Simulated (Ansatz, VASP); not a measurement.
## Si3Mo in VASP and in Ansatz

The input INCAR:

```
PREC = Accurate
ENCUT = 600
EDIFF = 1E-6
ISMEAR = 0
SIGMA = 0.1
LREAL = False
LASPH = True
NELM = 60
ALGO = Normal
ISIF = 3
LWAVE = False
LCHARG = False
GGA = PE
IBRION = 2
NSW = 90
EDIFFG = -0.04
```

The input KPOINTS:

```
Automatic mesh
0
Gamma
  4 4 4
```

File POSCAR:

```
Si3Mo
1.0
    3.8720326265      0.0000000000      0.0000000000
    0.0000000000      3.8720326265      0.0000000000
    0.0000000000      0.0000000000      3.8720326265
Si Mo
3 1
Direct
    0.0000000000      0.5000000000      0.5000000000
    0.5000000000      0.0000000000      0.5000000000
    0.5000000000      0.5000000000      0.0000000000
    0.0000000000      0.0000000000      0.0000000000
```

Input for Ansatz:

```yaml
crystal:
  lattice:
    - [3.8720326265, 0.0, 0.0]
    - [0.0, 3.8720326265, 0.0]
    - [0.0, 0.0, 3.8720326265]
  atoms:
    - { symbol: Si, position: [0.0, 0.5, 0.5] }
    - { symbol: Si, position: [0.5, 0.0, 0.5] }
    - { symbol: Si, position: [0.5, 0.5, 0.0] }
    - { symbol: Mo, position: [0.0, 0.0, 0.0] }
basis:
  ecutwfc: 420
kpoints:
  mp_grid: { grid: [4, 4, 4] }
hamiltonian:
  xc: pbe
scf:
  occupations: { method: gaussian, width: 0.1 }
  lower_state_search: "off"
output:
  forces: true
  stress: true
  eigenvalues: true
relax:
  adjacent_minimum: "off"
  f_tol: 0.04
  max_steps: 70
  cell: { stress_tol: 0.4 }
```

Alike in both runs: task relaxation of cell and atoms; functional PBE; k mesh 4 × 4 × 4; occupations gaussian, width 0.1 eV; no spin polarisation.

```csv
,VASP,Ansatz
version,VASP 6.6.1,Ansatz 0.2.0
potentials or method,"VASP PAW PBE potentials, release 64 (Si, Mo_sv), cutoff 600 eV","scalar-relativistic, plane waves, PAW"
valence electrons in the cell,26,26
```

```csv
,VASP,Ansatz,Ansatz less VASP
"gap on the k mesh at the Fermi level, each at its own relaxed structure (eV)",none,none,-
relaxed volume (Å³/atom),14.01,14.02,+0.005
relaxed cell length with the largest relative difference (Å),3.827,3.828,+0.0005
```

A gap of «none» marks a metal or a gap that the smearing closes.

The k mesh is coarse, so the values compare programs but aren't converged.
